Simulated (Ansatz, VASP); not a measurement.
**Te2Pt: VASP beside Ansatz**

```
Te Pt
1.0
     4.03366    0.00000    0.00000
    -2.01683    3.49325    0.00000
     0.00000    0.00000   62.00699
Te Pt
8 4
Direct
  0.66667 0.33333 0.35376
  0.33333 0.66667 0.39803
  0.66667 0.33333 0.43666
  0.33333 0.66667 0.48083
  0.66667 0.33333 0.51917
  0.33333 0.66667 0.56334
  0.66667 0.33333 0.60197
  0.33333 0.66667 0.64624
  0.00000 0.00000 0.37625
  0.00000 0.00000 0.45869
  0.00000 0.00000 0.54131
  0.00000 0.00000 0.62375
```

Alike in both runs: task single point; functional r2SCAN; k mesh 12 × 12 × 1; occupations gaussian, width 0.1 eV; no spin polarisation.

```csv
,VASP,Ansatz
version,VASP 6.6.1,Ansatz 0.2.0
potentials or method,"VASP PAW PBE potentials, release 64 (Te, Pt), cutoff 440 eV","scalar-relativistic, plane waves, PAW"
valence electrons in the cell,88,200
```

```tsv
	VASP	Ansatz	Ansatz less VASP
gap on the k mesh at the Fermi level (eV)	none	none	-
rms of the force components (eV/Å)	0.089	0.092	+0.0023
work function, face that differs most (eV)	4.47	4.46	-0.008
```

VASP's potentials were made for PBE, not for r2SCAN. A gap of «none» marks a metal or a gap that the smearing closes. The functional is the same, so the differences come from potentials, cutoffs and numerics. VASP's potentials hold 88 valence electrons a cell and Ansatz's 200, so a difference there can come from the potentials and not from the codes. Ansatz's warnings: xc potential rough in thin density.

Spin-orbit coupling is off throughout.
